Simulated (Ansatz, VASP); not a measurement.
Bi: VASP beside Ansatz

The input INCAR:

```
SYSTEM = Bi
  PREC = Accurate
  ENCUT = 520
  EDIFF = 1E-6
  ISMEAR = 0
  SIGMA = 0.05
  LREAL = .FALSE.
  LASPH = .TRUE.
  NELM = 100
  ALGO = Fast
  ISIF = 2
  LWAVE = .FALSE.
  LCHARG = .FALSE.
  NBANDS = 14
```

File KPOINTS:

```
regular mesh
0
G
  10 10 10
  0 0 0
```

Contents of POSCAR:

```
Bi
1.0
   -4.1510449500      4.1510449500      1.4305640000
    4.1510449500     -4.1510449500      1.4305640000
    4.1510449500      4.1510449500     -1.4305640000
Bi
1
Direct
    0.0000000000      0.0000000000      0.0000000000
```

Input for Ansatz:

```yaml
crystal:
  lattice:
    - [-4.15104495, 4.15104495, 1.430564]
    - [4.15104495, -4.15104495, 1.430564]
    - [4.15104495, 4.15104495, -1.430564]
  atoms:
    - { symbol: Bi, position: [0.0, 0.0, 0.0] }
basis:
  ecutwfc: 420
kpoints:
  mp_grid: { grid: [10, 10, 10] }
hamiltonian:
  xc: lda
scf:
  occupations: { method: gaussian, width: 0.05 }
output:
  forces: true
  stress: true
  eigenvalues: true
```

Change from the starting cell: strain -0.025 along x and y, +0.000 along z, atoms carried along.

Alike in both runs: task single point; functional LDA; k mesh 10 × 10 × 10; occupations gaussian, width 0.05 eV; no spin polarisation.

|  | VASP | Ansatz |
| --- | --- | --- |
| version | VASP 6.6.1 | Ansatz 0.2.0 |
| potentials or method | VASP PAW LDA potentials, release 64 (Bi_d), cutoff 520 eV | scalar-relativistic, plane waves, PAW |
| valence electrons in the cell | 15 | 15 |

VASP gave:

```
gap on the k mesh at the Fermi level (eV)                     : none
pressure (GPa)                                                : -0.9
traceless stress, the component that is largest in VASP (GPa) : -0.81
```

Problem. Which values does Ansatz return?

Solution. gap on the k mesh at the Fermi level (eV): none; pressure (GPa): -0.8; traceless stress, the component that is largest in VASP (GPa): -0.74.

LDA's correlation is that of Perdew and Zunger in VASP and of Perdew and Wang (1992) in Ansatz. A gap of «none» marks a metal or a gap that the smearing closes.

Neither program's run includes spin-orbit coupling.
